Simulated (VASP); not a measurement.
# Ti8C5 (R-3m) in VASP: single point with r2SCAN

Aim: the single point of Ti8C5 with r2SCAN.

All numbers are computed with VASP 6.6.1; they aren't measurements. Logs are shortened: lines on timing, memory, paths and dates and some standing lists are left out, and cuts for length are marked.

## Step 1: The cell of the first run

Symmetry: R-3m, No. 166, trigonal system. The conventional cell has a = 6.121 Å, b = 6.121 Å, c = 14.851 Å, α = 90.00°, β = 90.00°, γ = 120.00°. Ti (site symmetry m) has 4 C at 2.10 to 2.16 Å and 12 Ti at 2.89 to 3.19 Å within 3.2 Å. Within 2.9 Å of Ti (site symmetry 3m) lie 3 C at 2.11 Å and 3 Ti at 2.89 Å. Within 2.8 Å of C (site symmetry 2/m) lie 6 Ti at 2.10 to 2.11 Å. Within 2.9 Å of C (site symmetry -3m) lie 6 Ti at 2.16 Å. Within 2.9 Å of C (site symmetry -3m) lie 6 Ti at 2.16 Å.

## Step 2: Single point, r2SCAN

Input file POSCAR:

```
Ti8C5
1.0
    3.0604855000      1.7669721273      4.9504814817
   -3.0604855000      1.7669721273      4.9504814817
    0.0000000000     -3.5339442546      4.9504814817
Ti C
8 5
Direct
    0.2497241165      0.7636283380      0.2497241165
    0.2497241165      0.2497241165      0.7636283380
    0.7636283380      0.2497241165      0.2497241165
    0.2363716620      0.7502758835      0.7502758835
    0.7502758835      0.2363716620      0.7502758835
    0.7502758835      0.7502758835      0.2363716620
    0.2442004766      0.2442004766      0.2442004766
    0.7557995234      0.7557995234      0.7557995234
    0.0000000000      0.0000000000      0.5000000000
    0.5000000000      0.0000000000      0.0000000000
    0.0000000000      0.5000000000      0.0000000000
    0.5000000000      0.5000000000      0.5000000000
    0.0000000000      0.0000000000      0.0000000000
```

Input file INCAR.step1:

```
PREC     = Accurate       # precision mode
ENCUT    = 520            # plane-wave cutoff, eV
ISMEAR   = 0              # smearing method
SIGMA    = 0.1            # smearing width, eV
LREAL    = False          # projectors in reciprocal space
LASPH    = True           # aspherical terms in the spheres
NELM     = 60             # most SCF steps
NBANDS   = 70             # bands
GGA      = PE             # functional
ALGO     = Normal         # electronic algorithm
EDIFF    = 1E-4           # SCF threshold, eV
LWAVE    = True           # write WAVECAR
LCHARG   = False          # write CHGCAR
```

Input file INCAR.step2:

```
PREC     = Accurate       # precision mode
ENCUT    = 520            # plane-wave cutoff, eV
EDIFF    = 1E-6           # SCF threshold, eV
ISMEAR   = 0              # smearing method
SIGMA    = 0.1            # smearing width, eV
LREAL    = False          # projectors in reciprocal space
LASPH    = True           # aspherical terms in the spheres
NELM     = 60             # most SCF steps
ALGO     = Normal         # electronic algorithm
ISIF     = 2              # what is computed and relaxed
LWAVE    = False          # write WAVECAR
LCHARG   = False          # write CHGCAR
METAGGA  = R2SCAN         # meta-GGA
LMIXTAU  = True         
NBANDS   = 70             # bands
ISTART   = 1
```

Input file KPOINTS:

```
regular mesh
0
Gamma
  6 6 6
```

Potentials or basis: VASP PAW PBE potentials, release 64 (Ti_sv, C).

Started as:

```
cat potpaw_PBE.64/Ti_sv/POTCAR potpaw_PBE.64/C/POTCAR > POTCAR
cp INCAR.step1 INCAR
mpirun -np 1 vasp_std > vasp.out
cp INCAR.step2 INCAR
mpirun -np 1 vasp_std > vasp.out
```

OUTCAR:

```text
PREC = Accurate
   ENCUT = 520
   EDIFF = 1E-6
   ISMEAR = 0
   LREAL = False
   LASPH = True
   NELM = 60
   ISIF = 2
   METAGGA = R2SCAN
   ISTART = 1

 ion  position               nearest neighbor table
   1  0.250  0.764  0.250-   9 2.10  10 2.10  13 2.16  12 2.16   7 2.89
   2  0.250  0.250  0.764-  10 2.10  11 2.10  13 2.16  12 2.16   7 2.89
   3  0.764  0.250  0.250-   9 2.10  11 2.10  13 2.16  12 2.16   7 2.89
   4  0.236  0.750  0.750-   9 2.10  11 2.10  13 2.16  12 2.16   8 2.89
   5  0.750  0.236  0.750-   9 2.10  10 2.10  13 2.16  12 2.16   8 2.89
   6  0.750  0.750  0.236-  10 2.10  11 2.10  13 2.16  12 2.16   8 2.89
   7  0.244  0.244  0.244-  10 2.11  11 2.11   9 2.11   3 2.89   1 2.89   2 2.89
   8  0.756  0.756  0.756-  10 2.11  11 2.11   9 2.11   5 2.89   4 2.89   6 2.89
   9  0.000  0.000  0.500-   1 2.10   3 2.10   4 2.10   5 2.10   7 2.11   8 2.11
  10  0.500  0.000  0.000-   2 2.10   6 2.10   5 2.10   1 2.10   7 2.11   8 2.11
  11  0.000  0.500  0.000-   2 2.10   6 2.10   4 2.10   3 2.10   7 2.11   8 2.11
  12  0.500  0.500  0.500-   1 2.16   3 2.16   4 2.16   5 2.16   2 2.16   6 2.16
  13  0.000  0.000  0.000-   1 2.16   3 2.16   4 2.16   5 2.16   2 2.16   6 2.16

  LATTYP: Found a trigonal (rhomboedric) cell.
 ALAT       =     6.0824360987
 COS(alpha) =     0.4936444924

  Lattice vectors:

 A1 = (   3.0604855000,   1.7669721273,   4.9504814817)
 A2 = (  -3.0604855000,   1.7669721273,   4.9504814817)
 A3 = (   0.0000000000,  -3.5339442546,   4.9504814817)

Analysis of symmetry for initial positions (statically):
=====================================================================
 Subroutine PRICEL returns:
 Original cell was already a primitive cell.

 Routine SETGRP: Setting up the symmetry group for a
 trigonal (rhombohedral) supercell.

 Subroutine GETGRP returns: Found 12 space group operations
 (whereof 12 operations were pure point group operations)
 out of a pool of 12 trial point group operations.

The static configuration has the point symmetry D_3d.

Analysis of symmetry for dynamics (positions and initial velocities):
=====================================================================
 Subroutine PRICEL returns:
 Original cell was already a primitive cell.

 Routine SETGRP: Setting up the symmetry group for a
 trigonal (rhombohedral) supercell.

[... 138 lines left out ...]
   NUPDOWN=      -1.0000    fix difference up-down
   EMIN   =  10.00;   EMAX   =-10.00  energy-range for DOS
   EFERMI =   0.00;   METHOD = LEGACY
   ISMEAR =     0;   SIGMA  =   0.10  broadening in eV -4-tet -1-fermi 0-gaus
   EFERMI_NEDOS =   21; number of points for ismear=-14 and -15
   IALGO  =     38    algorithm
   IMIX   =      4    mixing-type and parameters
     AMIX     =   0.40;   BMIX     =  1.00
     AMIX_MAG =   1.60;   BMIX_MAG =  1.00
  volume/ion in A,a.u.               =      12.36        83.38
  Fermi-wavevector in a.u.,A,eV,Ry     =   1.468773  2.775578 29.351756  2.157293
  Thomas-Fermi vector in A             =   2.584230
   LORBIT       =      0    0 simple, 1 ext, 2 COOP (PROOUT), +10 PAW based schemes
   METAGGA = R2SCAN    functional components
   LHFCALC =     F    Hartree Fock is set to
   AEXX    =    0.0000 exact exchange contribution
   IVDW    =     0    specifies the selected vdW correction
   LEPSILON=     F    determine dielectric tensor
   LRPA    =     F    only Hartree local field effects (RPA)
 non-spin polarized calculation
 Gauss-broadening in eV      SIGMA  =   0.10
  energy-cutoff  :      520.00
  volume of cell :      160.63
 maximum number of plane-waves:      4353
 NGX is ok and might be reduce to    48
   NGX = 23   NGY = 23   NGZ = 23

 number of electron     116.0000002 magnetization

 Free energy of the ion-electron system (eV)
  ---------------------------------------------------
  ext. energy  EPLUGINS =         0.00000000
  ---------------------------------------------------
  free energy    TOTEN  =      -164.39420912 eV

  energy without entropy =     -164.37415271  energy(sigma->0) =     -164.38418092

 E-fermi :   8.5529     XC(G=0): -12.8891

 val. band max:        8.5321831622   @ k =   0.5000   0.5000   0.1667
 cond. band min:       8.6130445812   @ k =   0.5000   0.5000   0.1667
 fundamental gap:      0.0808614190
 Fermi energy:         8.5528502825

 k-point     1 :       0.0000    0.0000    0.0000
  band No.  band energies     occupation
      1     -50.5386      2.00000
      2     -50.5169      2.00000
      3     -50.4077      2.00000
      4     -50.3754      2.00000
      5     -50.3754      2.00000
      6     -50.3730      2.00000
[... 1741 lines left out ...]
     69      11.1278      0.00000
     70      11.2611      0.00000

 [... further k-points ...]

------------------------ aborting loop because EDIFF is reached ----------------------------------------

  FORCE on cell =-STRESS in cart. coord.  units (eV):
  Direction    XX          YY          ZZ          XY          YZ          ZX
  --------------------------------------------------------------------------------------
  -------------------------------------------------------------------------------------
  Total        0.8120848      0.8120848      0.7888455      0.0000000      0.0000000      0.0000000
  in kB        8.1001536      8.1001536      7.8683525      0.0000000      0.0000000      0.0000000
  external PRESSURE =       8.0228866 kB  Pullay stress =       0.0000000 kB

 VOLUME and BASIS-vectors are now :
 -----------------------------------------------------------------------------
  energy-cutoff  :      520.00
  volume of cell :      160.63
      direct lattice vectors                 reciprocal lattice vectors
     3.060485500  1.766972127  4.950481482     0.163372772  0.094323314  0.067333518
    -3.060485500  1.766972127  4.950481482    -0.163372772  0.094323314  0.067333518
     0.000000000 -3.533944255  4.950481482     0.000000000 -0.188646628  0.067333518

 POSITION                                       TOTAL-FORCE (eV/Angst)
 -----------------------------------------------------------------------------------
     -1.57280      0.90805      6.25284         0.039919     -0.023047     -0.063518
      0.00000     -1.81611      6.25284        -0.000000      0.046094     -0.063518
      1.57280      0.90805      6.25284        -0.039919     -0.023047     -0.063518
     -1.57280     -0.90805      8.59861         0.039919      0.023047      0.063518
      1.57280     -0.90805      8.59861        -0.039919      0.023047      0.063518
      0.00000      1.81611      8.59861        -0.000000     -0.046094      0.063518
      0.00000      0.00000      3.62673        -0.000000      0.000000      0.091695
      0.00000      0.00000     11.22471        -0.000000      0.000000     -0.091695
      0.00000     -1.76697      2.47524        -0.000000      0.000000      0.000000
      1.53024      0.88349      2.47524        -0.000000      0.000000      0.000000
     -1.53024      0.88349      2.47524        -0.000000      0.000000     -0.000000
      0.00000      0.00000      7.42572        -0.000000      0.000000      0.000000
      0.00000      0.00000      0.00000        -0.000000      0.000000     -0.000000
 -----------------------------------------------------------------------------------
    total drift:                               -0.000000      0.000000     -0.000000

  FREE ENERGIE OF THE ION-ELECTRON SYSTEM (eV)
  ---------------------------------------------------
  free  energy   TOTEN  =      -164.3942091215 eV

  energy  without entropy=     -164.3741527100  energy(sigma->0) =     -164.38418092
```

OUTCAR.step1:

```text
PREC = Accurate
   ENCUT = 520
   ISMEAR = 0
   LREAL = False
   LASPH = True
[... 2017 lines left out ...]
      1.53024      0.88349      2.47524         0.000000      0.000000     -0.000000
     -1.53024      0.88349      2.47524         0.000000     -0.000000     -0.000000
      0.00000      0.00000      7.42572         0.000000      0.000000     -0.000000
      0.00000      0.00000      0.00000         0.000000     -0.000000     -0.000000
 -----------------------------------------------------------------------------------
    total drift:                               -0.000000      0.000000     -0.000000

  FREE ENERGIE OF THE ION-ELECTRON SYSTEM (eV)
  ---------------------------------------------------
  free  energy   TOTEN  =      -118.4015198300 eV

  energy  without entropy=     -118.3811255804  energy(sigma->0) =     -118.39132271
```

OSZICAR.step1:

```text
N       E                     dE             d eps       ncg     rms          rms(c)
DAV:   1     0.173038260512E+04    0.17304E+04   -0.56411E+04  4480   0.206E+03
DAV:   2     0.156055749880E+03   -0.15743E+04   -0.15375E+04  4480   0.646E+02
DAV:   3    -0.119602941866E+03   -0.27566E+03   -0.26852E+03  6508   0.223E+02
DAV:   4    -0.152237254655E+03   -0.32634E+02   -0.32431E+02  6488   0.739E+01
DAV:   5    -0.154713496905E+03   -0.24762E+01   -0.24736E+01  7064   0.173E+01    0.448E+01
DAV:   6    -0.118541835464E+03    0.36172E+02   -0.29881E+02  6008   0.804E+01    0.128E+01
DAV:   7    -0.118415820962E+03    0.12601E+00   -0.33210E+01  6280   0.254E+01    0.858E+00
DAV:   8    -0.118411520478E+03    0.43005E-02   -0.32245E+00  6520   0.976E+00    0.616E+00
DAV:   9    -0.118383653010E+03    0.27867E-01   -0.14704E+00  6426   0.635E+00    0.253E+00
DAV:  10    -0.118392489613E+03   -0.88366E-02   -0.32540E-01  6464   0.430E+00    0.839E-01
DAV:  11    -0.118400012448E+03   -0.75228E-02   -0.70449E-02  6008   0.156E+00    0.358E-01
DAV:  12    -0.118401462364E+03   -0.14499E-02   -0.46188E-03  7008   0.401E-01    0.130E-01
DAV:  13    -0.118401538637E+03   -0.76274E-04   -0.19278E-03  5360   0.244E-01    0.279E-02
DAV:  14    -0.118401519830E+03    0.18808E-04   -0.24710E-04  3856   0.101E-01
   1 F= -.11840152E+03 E0= -.11839132E+03  d E =-.203942E-01
```

Run time: 14 min. Hardware: 1 thread of Intel Xeon 6975P-C (Granite Rapids), shared host; peak memory 0.51 GiB.

What came out:

```
Free energy            : -164.3942 eV
Pressure               : 0.8 GPa
Largest force          : 0.092 eV/Å
Band gap on the k mesh : zero (bands 58 and 59 overlap by 0.06 eV)
```

Forces on the atoms (eV/Å):
```
Ti   0.040 -0.023 -0.064
Ti   0.000  0.046 -0.064
Ti  -0.040 -0.023 -0.064
Ti   0.040  0.023  0.064
Ti  -0.040  0.023  0.064
Ti   0.000 -0.046  0.064
Ti   0.000  0.000  0.092
Ti   0.000  0.000 -0.092
C    0.000  0.000  0.000
C    0.000  0.000  0.000
C    0.000  0.000  0.000
C    0.000  0.000  0.000
C    0.000  0.000  0.000
```

Caveat: the PAW data sets were made with another functional, which shifts forces and pressure a little.

The gap in the log of VASP goes by the Fermi energy; the results here count the filled bands.